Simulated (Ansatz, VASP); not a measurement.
## Pd: VASP beside Ansatz

```xyz
1
Lattice="0.0000 1.9399 1.9399 1.9399 0.0000 1.9399 1.9399 1.9399 0.0000" Properties=species:S:1:pos:R:3 pbc="T T T"
Pd    0.0000    0.0000    0.0000
```

Alike in both runs: functional PBEsol; k mesh 18 × 18 × 18; occupations fermi-dirac, width 0.15 eV; no spin polarisation.

Ansatz relaxed the structure, and its values are those at the end. VASP's run is a single point on that final structure, the one shown.

|  | VASP | Ansatz |
| --- | --- | --- |
| version | VASP 6.6.1 | Ansatz 0.2.0 |
| potentials or method | VASP PAW PBE potentials, release 64 (Pd), cutoff 520 eV | scalar-relativistic, plane waves, PAW |
| valence electrons in the cell | 10 | 18 |

|  | VASP | Ansatz | Ansatz less VASP |
| --- | --- | --- | --- |
| gap on the k mesh at the Fermi level (eV) | none | none | - |
| pressure (GPa) | -0.3 | 0.0 | +0.31 |

VASP's potentials were made for PBE, not for PBEsol, and Ansatz warns of the same on its side. A gap of «none» marks a metal or a gap that the smearing closes. With one functional, cell and mesh, what is left measures potentials, basis and numerics. VASP's potentials hold 10 valence electrons a cell and Ansatz's 18, so a difference there can come from the potentials and not from the codes.
